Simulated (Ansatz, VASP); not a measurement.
# One calculation of Sn4Se3S, two programs

```
Sn Se S
1.0
     4.32827   -4.24356   -0.00150
     4.32827    4.24356   -0.00150
    -4.20142    0.00000    6.06654
Sn Se S
4 3 1
Cartesian
  -1.9126 2.0360 6.0227
  4.4719 0.0000 3.1059
  -1.9126 -2.0360 6.0227
  0.1254 0.0000 3.1805
  2.1723 -2.0989 3.0826
  2.1723 2.0989 3.0826
  4.4007 0.0000 5.9645
  -0.0986 0.0000 5.9257
```

Change from the starting cell: the structure that the rattled cell fell into.

Alike in both runs: functional PBE; k mesh 6 × 6 × 6; occupations gaussian, width 0.02 eV; no spin polarisation.

Ansatz relaxed the structure, and its values are those at the end. VASP's run is a single point on that final structure, the one shown.

|  | VASP | Ansatz |
| --- | --- | --- |
| version | VASP 6.6.1 | Ansatz 0.2.0 |
| potentials or method | VASP PAW PBE potentials, release 64 (Sn_d, Se, S), cutoff 520 eV | scalar-relativistic, plane waves, PAW |
| valence electrons in the cell | 80 | 110 |

VASP gave:

```
gap on the k mesh at the Fermi level (eV) : 0.43
least direct gap on the mesh (eV)         : 0.45
pressure (GPa)                            : 0.0
rms of the force components (eV/Å)        : 0.004
```

**Question.** Estimate Ansatz's values.

**Answer.** gap on the k mesh at the Fermi level (eV): 0.44; least direct gap on the mesh (eV): 0.45; pressure (GPa): 0.0; rms of the force components (eV/Å): 0.002.

VASP's potentials hold 80 valence electrons a cell and Ansatz's 110, so a difference there can come from the potentials and not from the codes.
